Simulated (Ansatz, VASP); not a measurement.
# BaTe in VASP and in Ansatz

```
CELL_PARAMETERS angstrom
0.00000 3.41000 3.41000
3.41000 0.00000 3.41000
3.41000 3.41000 0.00000
ATOMIC_POSITIONS crystal
Ba 0.00000 0.00000 0.00000
Te 0.50367 0.49633 0.50367
```

Change from the starting cell: all Te atoms moved +0.025 Å, as atom 2 along Cartesian [0 1 0].

Alike in both runs: task single point; functional r2SCAN; k mesh 8 × 8 × 8; occupations gaussian, width 0.05 eV; no spin polarisation.

|  | VASP | Ansatz |
| --- | --- | --- |
| version | VASP 6.6.1 | Ansatz 0.2.0 |
| potentials or method | VASP PAW PBE potentials, release 64 (Ba_sv, Te), cutoff 520 eV | scalar-relativistic, plane waves, PAW |
| valence electrons in the cell | 16 | 26 |

|  | VASP | Ansatz | Ansatz less VASP |
| --- | --- | --- | --- |
| gap on the k mesh at the Fermi level (eV) | 1.69 | 1.78 | +0.095 |
| least direct gap on the mesh (eV) | 2.07 | 2.13 | +0.058 |
| pressure (GPa) | 4.5 | 4.1 | -0.46 |
| rms of the force components (eV/Å) | 0.048 | 0.046 | -0.0020 |

VASP's potentials were made for PBE, not for r2SCAN. Atom by atom the forces differ by 0.002 eV/Å (rms over components). With one functional, cell and mesh, what is left measures potentials, basis and numerics. VASP's potentials hold 16 valence electrons a cell and Ansatz's 26, so a difference there can come from the potentials and not from the codes.

Neither program's run includes spin-orbit coupling.
